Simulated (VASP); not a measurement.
Wanted: the native input for a VASP 6.6.1 run.

```
Task                   : single point
Functional             : LDA
Potentials or basis    : VASP PAW LDA potentials, release 64 (Cs_sv, H)
Cutoff                 : 520 eV
k mesh                 : 8 × 8 × 8
Occupations            : gaussian, width 0.05 eV
Spin                   : no spin polarisation
Dipole correction      : no
Further INCAR settings : ALGO = Normal; EDIFF = 1e-06; NBANDS = 12
```

The structure of CsH lies in POSCAR:

```
CsH
1.0
    0.0996250000      3.1880000000      3.1880000000
    3.2876250000      0.0000000000      3.2876250000
    3.1880000000      3.1880000000      0.0996250000
Cs H
1 1
Direct
    0.0000000000      0.0000000000      0.0000000000
    0.5000000000      0.5000000000      0.5000000000
```

This cell differs from its parent crystal: strain +0.0625 x Voigt [0, 0, 0, 0, 1, 0].

These files were run (other wordings do the same):

INCAR

```
ALGO     = Normal         # electronic algorithm
EDIFF    = 1E-6           # SCF threshold, eV
ENCUT    = 520            # plane-wave cutoff, eV
ISIF     = 2              # what is computed and relaxed
ISMEAR   = 0              # smearing method
LASPH    = True           # aspherical terms in the spheres
LCHARG   = False          # write CHGCAR
LREAL    = False          # projectors in reciprocal space
LWAVE    = False          # write WAVECAR
NBANDS   = 12             # bands
NELM     = 100            # most SCF steps
PREC     = Accurate       # precision mode
SIGMA    = 0.05           # smearing width, eV
```

KPOINTS

```
k-points
0
Gamma
  8 8 8
```

Potentials or basis: VASP PAW LDA potentials, release 64 (Cs_sv, H).

The run is started by

```bash
$ cat potpaw_LDA.64/Cs_sv/POTCAR potpaw_LDA.64/H/POTCAR > POTCAR
$ mpirun -np 1 vasp_std > vasp.out
```

It gave:

```json
{
 "Pressure": "-1.2 GPa",
 "Band gap on the k mesh": "1.90 eV (least direct gap 1.93 eV)"
}
```

Caveat: the cell differs from its parent crystal (strain +0.0625 x Voigt [0, 0, 0, 0, 1, 0]); spin-orbit coupling is left out, which moves the levels of the heavy elements.

Run time: 93 s on 1 thread of Intel Xeon 8259CL (shared host), peak memory 0.22 GiB.
